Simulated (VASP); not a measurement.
A run of VASP 6.6.1 is set up as follows.

Contents of INCAR:

```
ALGO     = Normal         # electronic algorithm
EDIFF    = 1E-7           # SCF threshold, eV
ENCUT    = 520            # plane-wave cutoff, eV
GGA      = PE             # functional
ISIF     = 2              # what is computed and relaxed
ISMEAR   = -1             # smearing method
LASPH    = T              # aspherical terms in the spheres
LCHARG   = T              # write CHGCAR
LELF     = T              # ELF
LREAL    = F              # projectors in reciprocal space
LVHAR    = T            
LWAVE    = F              # write WAVECAR
NBANDS   = 39             # bands
NELM     = 60             # most SCF steps
PREC     = Accurate       # precision mode
SIGMA    = 0.05           # smearing width, eV
```

File KPOINTS:

```
k-points
0
Gamma
  3 3 3
```

The input POSCAR:

```
HfGeTe
1.0
    4.9934800000     -0.2419010000     -0.1116350000
   -0.5319920000      5.5442570000      0.9836880000
   -0.4970970000     -0.6256230000      5.2033570000
Hf Te Ge
2 2 2
Direct
    0.3018121334      0.8331739518      0.7485480199
    0.2156833548      0.1544159458      0.2242207672
    0.7665725760      0.4447189411      0.3859104120
    0.6757393341      0.2940285757      0.8848635177
    0.8215645242      0.7652223756      0.0126853275
    0.1562602488      0.3376129065      0.7105033055
```

Potentials or basis: VASP PAW PBE potentials, release 64 (Hf_pv, Te, Ge_d).

Run with:

```console
$ cat potpaw_PBE.64/Hf_pv/POTCAR potpaw_PBE.64/Te/POTCAR potpaw_PBE.64/Ge_d/POTCAR > POTCAR
$ mpirun -np 1 vasp_std > vasp.out
```

(1) Estimate the band gap on the k mesh.

(2) What does it give for the pressure?

Results:

(1) zero (bands 30 and 31 overlap by 0.31 eV).

(2) 8.6 GPa.

Caveat: the k points lie up to 0.43 Å⁻¹ apart; spin-orbit coupling is left out, which moves the levels of the heavy elements.
